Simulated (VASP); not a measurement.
# CaO: single point with r2SCAN

The system is CaO.

```
Ca O
1.0
     0.00000    2.34850    2.34850
     2.34850    0.00000    2.34850
     2.34850    2.34850    0.00000
Ca O
1 1
Cartesian
  0.0000 0.0000 0.0000
  2.3485 2.3485 2.3485
```

This cell differs from its parent crystal: volume scaled by 0.94.

```
Program                : VASP 6.6.1
Task                   : single point
Functional             : r2SCAN
Potentials or basis    : VASP PAW PBE potentials, release 64 (Ca_sv, O)
Cutoff                 : 520 eV
k mesh                 : 8 × 8 × 8
Occupations            : gaussian, width 0.02 eV
Spin                   : no spin polarisation
Dipole correction      : no
Further INCAR settings : ALGO = Normal; EDIFF = 1e-07; NBANDS = 15
```

The pressure is 9.7 GPa and the band gap on the k mesh is 4.16 eV, indirect (least direct gap 4.51 eV).

Levels at points of the mesh, in eV from the valence-band top:
```csv
k point,band 4,band 5,band 6,band 7,band 8,band 9,band 10,band 11,band 12,band 13
"(0.00, 0.00, 0.00)",-18.61,-16.61,0.00,0.00,0.00,6.04,7.02,7.02,7.02,8.74
"(0.50, 0.00, 0.00)",-18.67,-14.99,-2.77,-1.35,-1.35,8.03,9.43,9.43,9.78,11.79
"(0.50, 0.50, 0.00)",-18.89,-16.40,-1.25,-0.35,-0.35,4.16,9.30,10.03,10.72,10.72
```

It took 40 s on 1 thread of AMD EPYC 9R45 96-Core Processor (Zen 5) (shared host), peak memory 0.14 GiB.

Caveat: the PAW data sets were made with another functional, which shifts forces and pressure a little. A k mesh can miss the band edges.
